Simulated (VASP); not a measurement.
A run of VASP 6.6.1 is set up as follows.

INCAR

```
SYSTEM = NiMoIrPdW
PREC = Accurate ; ENCUT = 520
EDIFF = 1E-6 ; ISMEAR = -1
SIGMA = 0.05 ; LREAL = .False.
LASPH = .True. ; NELM = 150
ALGO = Normal ; ISIF = 2
LWAVE = .False. ; LCHARG = .False.
ISPIN = 2 ; MAGMOM = 1 1 1 1 0 0 0.6 0.6 0 0
LORBIT = 11 ; LMAXMIX = 4
GGA = PE ; IVDW = 12
NBANDS = 72
```

File KPOINTS:

```
Automatic mesh
0
Gamma
  8 8 1
  0 0 0
```

The input POSCAR:

```
NiMoIrPdW
1.0
    2.7432299785      0.0000000000      0.0000000000
   -1.3716149892      2.3757068498      0.0000000000
    0.0000000000      0.0000000000     21.7071429879
Ni Mo Pd Ir W
2 2 2 2 2
Direct
    0.3333333333      0.6666666667      0.0444031805
    0.6666666667      0.3333333333      0.9557620684
    0.6666666667      0.3333333333      0.3426076819
    0.6666666667      0.3333333333      0.7625318753
    0.3333333333      0.6666666667      0.4473679018
    0.3333333333      0.6666666667      0.6571350161
    0.3333333333      0.6666666667      0.2403275999
    0.3333333333      0.6666666667      0.8607341137
    0.6666666667      0.3333333333      0.1368693177
    0.6666666667      0.3333333333      0.5522612448
```

Potentials or basis: VASP PAW PBE potentials, release 64 (Ni, Mo_sv, Pd, Ir, W_sv).

The run is started by

```sh
$ cat potpaw_PBE.64/Ni/POTCAR potpaw_PBE.64/Mo_sv/POTCAR potpaw_PBE.64/Pd/POTCAR potpaw_PBE.64/Ir/POTCAR potpaw_PBE.64/W_sv/POTCAR > POTCAR
$ mpirun -np 1 vasp_std > vasp.out
```

Q: Estimate the net moment.

A: 0.00 μB per cell.

Q: What does it give for the band gap on the k mesh?

A: Zero (filled and empty bands overlap).

Forces in eV/Å, atoms in the order of the input:
```
Ni   0.000  0.000 -0.029
Ni   0.000  0.000  0.013
Mo   0.000  0.000  0.013
Mo   0.000  0.000 -0.025
Pd   0.000  0.000 -0.012
Pd   0.000  0.000  0.013
Ir   0.000  0.000  0.017
Ir   0.000  0.000  0.024
W    0.000  0.000 -0.014
W    0.000  0.000  0.000
```

Caveat: spin-orbit coupling is left out, which moves the levels of the heavy elements.
